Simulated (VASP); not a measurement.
Input of a VASP 6.6.1 run:

File POSCAR:

```
TiAl
1.0
    3.2414144177      0.0000000000      0.0000000000
    0.0000000000      3.2414144177      0.0000000000
    0.0000000000      0.0000000000      3.2414144177
Ti Al
1 1
Direct
    0.0000000000      0.0000000000      0.0000000000
    0.5000000000      0.5000000000      0.5000000000
```

INCAR.step1

```
PREC = Accurate ; ENCUT = 520
EDIFF = 1E-5 ; ISMEAR = -1
SIGMA = 0.05 ; LREAL = F
LASPH = T ; NELM = 60
ALGO = Normal ; ISIF = 2
LWAVE = T ; LCHARG = F
GGA = PE ; NBANDS = 14
```

INCAR.step2

```
PREC = Accurate ; ENCUT = 520
EDIFF = 1E-7 ; ISMEAR = -1
SIGMA = 0.05 ; LREAL = F
LASPH = T ; NELM = 60
ALGO = Normal ; ISIF = 2
LWAVE = F ; LCHARG = F
GGA = PE ; LHFCALC = T
AEXX = 0.25 ; PRECFOCK = Normal
ISTART = 1 ; NBANDS = 14
```

File KPOINTS:

```
Automatic mesh
0
Gamma
  4 4 4
```

Potentials or basis: VASP PAW PBE potentials, release 64 (Ti_sv, Al).

Launch:

```sh
$ cat potpaw_PBE.64/Ti_sv/POTCAR potpaw_PBE.64/Al/POTCAR > POTCAR
$ cp INCAR.step1 INCAR
$ mpirun -np 1 vasp_std > vasp.out
$ cp INCAR.step2 INCAR
$ mpirun -np 1 vasp_std > vasp.out
```

Task: Predict the band gap on the k mesh.

Result: Zero (an odd number of electrons rules out a gap without spin polarisation).

Task: Estimate the pressure.

Result: -7.4 GPa.

Caveat: the k points lie up to 0.48 Å⁻¹ apart, too coarse for converged energies and pressures of a metal; the PAW data sets were made with another functional, which shifts forces and pressure a little.
